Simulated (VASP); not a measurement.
Wanted: the native input for a VASP 6.6.1 run.

* Task: single point
* Functional: r2SCAN
* Potentials or basis: VASP PAW PBE potentials, release 64 (Pb_d, S)
* Cutoff: 520 eV
* k mesh: 8 × 8 × 8
* Occupations: fermi-dirac, width 0.02 eV
* Spin: no spin polarisation
* Dipole correction: no
* Further INCAR settings: ALGO = Normal; EDIFF = 1e-06; NBANDS = 17

The system is PbS.

```
Pb S
1.0
     0.00000    2.87133    2.87133
     2.87133    0.00000    2.87133
     2.87133    2.87133    0.00000
Pb S
1 1
Direct
  0.00000 0.00000 0.00000
  0.50000 0.50000 0.50000
```

This cell differs from its parent crystal: strain -3.9%.

The input as run:

POSCAR

```
PbS
1.0
    0.0000000000      2.8713280870      2.8713280870
    2.8713280870      0.0000000000      2.8713280870
    2.8713280870      2.8713280870      0.0000000000
Pb S
1 1
Direct
    0.0000000000      0.0000000000      0.0000000000
    0.5000000000      0.5000000000      0.5000000000
```

INCAR.step1

```
SYSTEM = PbS
ALGO = Normal
EDIFF = 1E-4
ENCUT = 520
GGA = PE
ISMEAR = -1
LASPH = .True.
LCHARG = .False.
LREAL = .False.
LWAVE = .True.
NBANDS = 17
NELM = 80
PREC = Accurate
SIGMA = 0.02
```

INCAR.step2

```
SYSTEM = PbS
ALGO = Normal
EDIFF = 1E-6
ENCUT = 520
ISIF = 2
ISMEAR = -1
ISTART = 1
LASPH = .True.
LCHARG = .False.
LMIXTAU = .True.
LREAL = .False.
LWAVE = .False.
METAGGA = R2SCAN
NBANDS = 17
NELM = 80
PREC = Accurate
SIGMA = 0.02
```

KPOINTS

```
k-points
0
Gamma
  8 8 8
  0 0 0
```

Potentials or basis: VASP PAW PBE potentials, release 64 (Pb_d, S).

The run is started by

```bash
$ cat potpaw_PBE.64/Pb_d/POTCAR potpaw_PBE.64/S/POTCAR > POTCAR
$ cp INCAR.step1 INCAR
$ mpirun -np 1 vasp_std > vasp.out
$ cp INCAR.step2 INCAR
$ mpirun -np 1 vasp_std > vasp.out
```

Results of the run:

```yaml
Pressure: 8.8 GPa
Band_gap_on_the_k_mesh: 0.19 eV, direct
```

Caveat: the cell differs from its parent crystal (strain -3.9%); the PAW data sets were made with another functional, which shifts forces and pressure a little; spin-orbit coupling is left out, which moves the levels of the heavy elements.

Wall time 47 s on 1 thread of AMD EPYC 9R45 96-Core Processor (Zen 5), with other jobs on the host, peak memory 0.15 GiB.
